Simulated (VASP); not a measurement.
# Si5O (I4/mmm) in VASP: single point with PBE

Aim: the single point of Si5O with PBE.

Program: VASP 6.6.1. These are calculated values, not measurements. Logs are shortened: lines on timing, memory, paths and dates and some standing lists are left out, and cuts for length are marked.

**1. The cell of the first run**

It takes space group I4/mmm (No. 139, tetragonal). Conventional cell: a = 5.385 Å, b = 5.385 Å, c = 6.238 Å, α = 90.00°, β = 90.00°, γ = 90.00°. Within 3.2 Å of Si (site symmetry 2/m) lie 8 Si at 2.46 to 3.12 Å and 2 O at 2.46 Å. Within 3.2 Å of Si (site symmetry 4/mmm) lie 8 Si at 2.46 Å and 2 O at 3.12 Å. Within 3.2 Å of O (site symmetry 4/mmm) lie 10 Si at 2.46 to 3.12 Å.

**2. Single point, PBE**

Contents of POSCAR:

```
Si5O
1.0
   -2.6927078349      2.6927078349      3.1188998141
    2.6927078349     -2.6927078349      3.1188998141
    2.6927078349      2.6927078349     -3.1188998141
Si O
5 1
Direct
    0.5000000000      0.5000000000      0.5000000000
    0.0000000000      0.0000000000      0.5000000000
    0.5000000000      0.0000000000      0.0000000000
    0.0000000000      0.5000000000      0.0000000000
    0.0000000000      0.0000000000      0.0000000000
    0.5000000000      0.5000000000      0.0000000000
```

Contents of INCAR.step1:

```
PREC = Accurate
ENCUT = 520
EDIFF = 1E-6
ISMEAR = 0
SIGMA = 0.1
LREAL = False
LASPH = True
NELM = 100
ALGO = Normal
ISIF = 2
LWAVE = False
LCHARG = True
GGA = PE
NBANDS = 22
```

Contents of KPOINTS.step1:

```
regular mesh
0
Gamma
  10 10 10
```

Contents of INCAR.step2:

```
PREC = Accurate
ENCUT = 520
EDIFF = 1E-6
ISMEAR = -5
SIGMA = 0.1
LREAL = False
LASPH = True
NELM = 100
ALGO = Normal
ISIF = 2
LWAVE = False
LCHARG = False
GGA = PE
LORBIT = 10
NBANDS = 22
NEDOS = 1001
ICHARG = 11
```

Contents of KPOINTS.step2:

```
regular mesh
0
Gamma
  15 15 15
```

Potentials or basis: VASP PAW PBE potentials, release 64 (Si, O).

Launch:

```sh
$ cat potpaw_PBE.64/Si/POTCAR potpaw_PBE.64/O/POTCAR > POTCAR
$ cp INCAR.step1 INCAR
$ cp KPOINTS.step1 KPOINTS
$ mpirun -np 1 vasp_std > vasp.out
$ cp INCAR.step2 INCAR
$ cp KPOINTS.step2 KPOINTS
$ mpirun -np 1 vasp_std > vasp.out
```

OUTCAR:

```text
PREC = Accurate
   ENCUT = 520
   EDIFF = 1E-6
   ISMEAR = -5
   LREAL = False
   LASPH = True
   NELM = 100
   ISIF = 2
   GGA = PE
   LORBIT = 10
   ICHARG = 11

 ion  position               nearest neighbor table
   1  0.500  0.500  0.500-   5 2.46   6 2.46   6 2.46   5 2.46   3 2.69   3 2.69   4 2.69   4 2.69
                             2 3.12   2 3.12
   2  0.000  0.000  0.500-   5 2.46   6 2.46   5 2.46   6 2.46   3 2.69   4 2.69   3 2.69   4 2.69
                             1 3.12   1 3.12
   3  0.500  0.000  0.000-   5 2.46   6 2.46   6 2.46   5 2.46   1 2.69   1 2.69   2 2.69   2 2.69
                             4 3.12   4 3.12
   4  0.000  0.500  0.000-   5 2.46   6 2.46   5 2.46   6 2.46   1 2.69   2 2.69   2 2.69   1 2.69
                             3 3.12   3 3.12
   5  0.000  0.000  0.000-   1 2.46   2 2.46   3 2.46   4 2.46   2 2.46   4 2.46   3 2.46   1 2.46

   6  0.500  0.500  0.000-   1 2.46   2 2.46   3 2.46   4 2.46   1 2.46   3 2.46   4 2.46   2 2.46

  LATTYP: Found a body centered tetragonal cell.
 ALAT       =     5.3854156698
 C/A-ratio  =     1.1582763543

  Lattice vectors:

 A1 = (  -2.6927078349,   2.6927078349,   3.1188998141)
 A2 = (   2.6927078349,  -2.6927078349,   3.1188998141)
 A3 = (   2.6927078349,   2.6927078349,  -3.1188998141)

Analysis of symmetry for initial positions (statically):
=====================================================================
 Subroutine PRICEL returns:
 Original cell was already a primitive cell.

 Routine SETGRP: Setting up the symmetry group for a
 body centered tetragonal supercell.

 Subroutine GETGRP returns: Found 16 space group operations
 (whereof 16 operations were pure point group operations)
 out of a pool of 16 trial point group operations.

The static configuration has the point symmetry D_4h.

Analysis of symmetry for dynamics (positions and initial velocities):
=====================================================================
 Subroutine PRICEL returns:
 Original cell was already a primitive cell.

 Routine SETGRP: Setting up the symmetry group for a
 body centered tetragonal supercell.

 Subroutine GETGRP returns: Found 16 space group operations
 (whereof 16 operations were pure point group operations)
 out of a pool of 16 trial point group operations.

The dynamic configuration has the point symmetry D_4h.

 Subroutine INISYM returns: Found 16 space group operations
 (whereof 16 operations are pure point group operations),
 and found     1 'primitive' translations

----------------------------------------------------------------------------------------

                                     Primitive cell

  volume of cell :      90.4565

  direct lattice vectors                    reciprocal lattice vectors
    -2.692707835  2.692707835  3.118899814     0.000000000  0.185686688  0.160312940
     2.692707835 -2.692707835  3.118899814     0.185686688  0.000000000  0.160312940
     2.692707835  2.692707835 -3.118899814     0.185686688  0.185686688  0.000000000

  length of vectors
     4.922284736  4.922284736  4.922284736     0.245315684  0.245315684  0.262600633

  position of ions in fractional coordinates (direct lattice)
     0.500000000  0.500000000  0.500000000
     1.000000000  1.000000000  0.500000000
     0.500000000  0.000000000  0.000000000
     0.000000000  0.500000000  0.000000000
     0.000000000  0.000000000  0.000000000
     0.500000000  0.500000000  0.000000000

  ion indices of the primitive-cell ions
   primitive index   ion index
                 1           1
                 2           2
                 3           3
                 4           4
                 5           5
                 6           6

----------------------------------------------------------------------------------------

 KPOINTS: regular mesh

Automatic generation of k-mesh.
 Grid dimensions read from file:
 generate k-points for:   15   15   15

 Generating k-lattice:

  Cartesian coordinates                     Fractional coordinates (reciprocal lattice)
     0.000000000  0.012379113  0.010687529     0.066666667  0.000000000  0.000000000
     0.012379113  0.000000000  0.010687529     0.000000000  0.066666667  0.000000000
     0.012379113  0.012379113  0.000000000     0.000000000  0.000000000  0.066666667

  Length of vectors
     0.016354379  0.016354379  0.017506709

  Shift w.r.t. Gamma in fractional coordinates (k-lattice)
     0.000000000  0.000000000  0.000000000

 TETIRR: Found   4311 inequivalent tetrahedra from    20250

 Subroutine IBZKPT returns following result:
 ===========================================

 Found    288 irreducible k-points:

 Following reciprocal coordinates:
            Coordinates               Weight
  0.000000  0.000000  0.000000      1.000000
  0.066667  0.000000 -0.000000      8.000000
  0.133333  0.000000 -0.000000      8.000000
  0.200000  0.000000  0.000000      8.000000
  0.266667  0.000000 -0.000000      8.000000
  0.333333  0.000000 -0.000000      8.000000
[... 16 lines left out ...]
  0.133333  0.133333 -0.000000      8.000000
  0.200000  0.133333 -0.000000     16.000000
 [... further k-points ...]
   k-points           NKPTS =    288   k-points in BZ     NKDIM =    288   number of bands    NBANDS=     22
   number of dos      NEDOS =   1001   number of ions     NIONS =      6
   total plane-waves  NPLWV =  64000
   dimension x,y,z NGX =    40 NGY =   40 NGZ =   40
   dimension x,y,z NGXF=    80 NGYF=   80 NGZF=   80
   ions per type =               5   1
   NGX,Y,Z   is equivalent  to a cutoff of  13.51, 13.51, 13.51 a.u.
   NGXF,Y,Z  is equivalent  to a cutoff of  27.02, 27.02, 27.02 a.u.
 SYSTEM =  unknown system
   PREC   = accura    normal or accurate (medium, high low for compatibility)
   ISTART =      0    job   : 0-new  1-cont  2-samecut
   ICHARG =     11    charge: 1-file 2-atom 10-const
   ISPIN  =      1    spin polarized calculation?
   LNONCOLLINEAR =      F non collinear calculations
   LSORBIT =      F    spin-orbit coupling
   LASPH  =      T    aspherical Exc in radial PAW
   ENCUT  =  520.0 eV  38.22 Ry    6.18 a.u.   9.15  9.15  9.15*2*pi/ulx,y,z
   NELM   =    100;   NELMIN=  2; NELMDL=  0     # of ELM steps
   EDIFF  = 0.1E-05   stopping-criterion for ELM
   LREAL  =      F    real-space projection
   EDIFFG = 0.1E-04   stopping-criterion for IOM
   NSW    =      0    number of steps for IOM
   IBRION =     -1    ionic relax: 0-MD 1-quasi-New 2-CG
   NFREE  =      0    steps in history (QN), initial steepest desc. (CG)
   ISIF   =      2    stress and relaxation
   ISYM   =      2    0-nonsym 1-usesym 2-fastsym
   POTIM  = 0.5000    time-step for ionic-motion
   TEBEG  =    0.0;   TEEND  =   0.0 temperature during run
   PSTRESS=    0.0 pullay stress
   NELECT =      26.0000    total number of electrons
   NUPDOWN=      -1.0000    fix difference up-down
   EMIN   =  10.00;   EMAX   =-10.00  energy-range for DOS
   EFERMI =   0.00;   METHOD = LEGACY
   ISMEAR =    -5;   SIGMA  =   0.10  broadening in eV -4-tet -1-fermi 0-gaus
   EFERMI_NEDOS =   21; number of points for ismear=-14 and -15
   IALGO  =     38    algorithm
   IMIX   =      4    mixing-type and parameters
     AMIX     =   0.40;   BMIX     =  1.00
     AMIX_MAG =   1.60;   BMIX_MAG =  1.00
  volume/ion in A,a.u.               =      15.08       101.74
  Fermi-wavevector in a.u.,A,eV,Ry     =   1.080404  2.041667 15.881696  1.167272
  Thomas-Fermi vector in A             =   2.216394
   LORBIT       =     10    0 simple, 1 ext, 2 COOP (PROOUT), +10 PAW based schemes
   GGA     = PE    functional components
   LHFCALC =     F    Hartree Fock is set to
   AEXX    =    0.0000 exact exchange contribution
   IVDW    =     0    specifies the selected vdW correction
   LEPSILON=     F    determine dielectric tensor
   LRPA    =     F    only Hartree local field effects (RPA)
 non-spin polarized calculation
 Fermi weights with tetrahedron method with Bloechl corrections
  energy-cutoff  :      520.00
  volume of cell :       90.46
 maximum number of plane-waves:      2458
 NGX is ok and might be reduce to    40

 number of electron      26.0000003 magnetization

 Free energy of the ion-electron system (eV)
  ---------------------------------------------------
  ext. energy  EPLUGINS =         0.00000000
  ---------------------------------------------------
  free energy    TOTEN  =       -29.67343306 eV

  energy without entropy =      -29.67343306  energy(sigma->0) =      -29.67343306

 E-fermi :   8.0782     XC(G=0): -10.5589

 val. band max:        8.1821989524   @ k =   0.4667   0.0667   0.0000
 cond. band min:       8.0089126074   @ k =  -0.1333  -0.3333   0.1333
 fundamental gap:     -0.1732863450
 Fermi energy:         8.0782122347

 k-point     1 :       0.0000    0.0000    0.0000
  band No.  band energies     occupation
      1     -10.9199      2.00000
      2      -4.5942      2.00000
      3       0.2305      2.00000
      4       1.7882      2.00000
      5       1.7882      2.00000
      6       2.1777      2.00000
[... 14 lines left out ...]
     21      14.2355      0.00000
     22      14.8002      0.00000

 k-point     2 :       0.0667    0.0000   -0.0000
  band No.  band energies     occupation
      1     -10.9154      2.00000
      2      -4.5831      2.00000
      3       0.1466      2.00000
      4       1.5700      2.00000
      5       1.6012      2.00000
      6       2.2657      2.00000
[... 14 lines left out ...]
     21      14.7013      0.00000
     22      14.7106      0.00000

 k-point     3 :       0.1333    0.0000   -0.0000
  band No.  band energies     occupation
      1     -10.9025      2.00000
      2      -4.5502      2.00000
      3      -0.1054      2.00000
      4       1.2681      2.00000
      5       1.4110      2.00000
      6       2.0048      2.00000
[... 14 lines left out ...]
     21      14.2399      0.00000
     22      14.9915      0.00000

 k-point     4 :       0.2000    0.0000    0.0000
  band No.  band energies     occupation
      1     -10.8835      2.00000
      2      -4.4967      2.00000
      3      -0.4794      2.00000
      4       1.0108      2.00000
      5       1.3396      2.00000
      6       1.6492      2.00000
[... 14 lines left out ...]
     21      14.2239      0.00000
     22      15.0703      0.00000

 k-point     5 :       0.2667    0.0000   -0.0000
  band No.  band energies     occupation
      1     -10.8613      2.00000
      2      -4.4261      2.00000
      3      -0.8880      2.00000
      4       0.8142      2.00000
      5       1.3247      2.00000
      6       1.3380      2.00000
[... 417 lines left out ...]
 k-point    22 :      -0.0667    0.0667    0.0000
  band No.  band energies     occupation
      1     -10.9153      2.00000
      2      -4.5723      2.00000
      3       0.0563      2.00000
      4       1.6732      2.00000
      5       2.0108      2.00000
      6       2.0334      2.00000
[... 14 lines left out ...]
     21      14.7127      0.00000
     22      15.1122      0.00000

 k-point    23 :       0.1333    0.1333   -0.0000
  band No.  band energies     occupation
      1     -10.8736      2.00000
      2      -4.4960      2.00000
      3      -0.3199      2.00000
      4       0.2403      2.00000
      5       1.3093      2.00000
      6       1.6039      2.00000
[... 14 lines left out ...]
     21      13.4531      0.00000
     22      15.3934      0.00000

 k-point    24 :       0.2000    0.1333   -0.0000
  band No.  band energies     occupation
      1     -10.8534      2.00000
      2      -4.4307      2.00000
      3      -0.6428      2.00000
      4      -0.0758      2.00000
      5       1.1428      2.00000
      6       1.6460      2.00000
[... 14 lines left out ...]
     21      13.6880      0.00000
     22      14.5172      0.00000

 [... further k-points ...]
[... 5 lines left out ...]
  --------------------------------------------------------------------------------------
  -------------------------------------------------------------------------------------
  Total       -0.1660303     -0.1660303     -0.0944011      0.0000000      0.0000000      0.0000000
  in kB       -2.9407505     -2.9407505     -1.6720449      0.0000000      0.0000000      0.0000000
  external PRESSURE =      -2.5178486 kB  Pullay stress =       0.0000000 kB

 VOLUME and BASIS-vectors are now :
 -----------------------------------------------------------------------------
  energy-cutoff  :      520.00
  volume of cell :       90.46
      direct lattice vectors                 reciprocal lattice vectors
    -2.692707835  2.692707835  3.118899814     0.000000000  0.185686688  0.160312940
     2.692707835 -2.692707835  3.118899814     0.185686688  0.000000000  0.160312940
     2.692707835  2.692707835 -3.118899814     0.185686688  0.185686688  0.000000000

 POSITION                                       TOTAL-FORCE (eV/Angst)
 -----------------------------------------------------------------------------------
      1.34635      1.34635      1.55945        -0.000000      0.000000     -0.000000
      1.34635      1.34635     -1.55945        -0.000000      0.000000     -0.000000
     -1.34635      1.34635      1.55945        -0.000000      0.000000     -0.000000
      1.34635     -1.34635      1.55945         0.000000     -0.000000     -0.000000
      0.00000      0.00000      0.00000        -0.000000      0.000000     -0.000000
      0.00000      0.00000      3.11890         0.000000     -0.000000      0.000000
 -----------------------------------------------------------------------------------
    total drift:                               -0.000000     -0.000000      0.000000

  FREE ENERGIE OF THE ION-ELECTRON SYSTEM (eV)
  ---------------------------------------------------
  free  energy   TOTEN  =       -29.6734330604 eV

  energy  without entropy=      -29.6734330604  energy(sigma->0) =      -29.67343306

 total charge

# of ion       s       p       d       tot
------------------------------------------
    1        0.848   0.695   0.000   1.544
    2        0.848   0.695   0.000   1.544
    3        0.848   0.695   0.000   1.544
    4        0.848   0.695   0.000   1.544
    5        0.778   0.839   0.000   1.617
    6        1.622   3.218   0.000   4.839
--------------------------------------------------
tot          5.793   6.838   0.000  12.632
```

Wall time 12 min (1 thread of Intel Xeon 8259CL, shared host); peak memory 0.55 GiB.

Results:

```yaml
Valence_electrons_inside_the_program's_atomic_spheres: Si 1.54, 1.62 (each value once); O 4.84
```

Caveat: tetrahedron occupations give inexact forces and stress in metals.
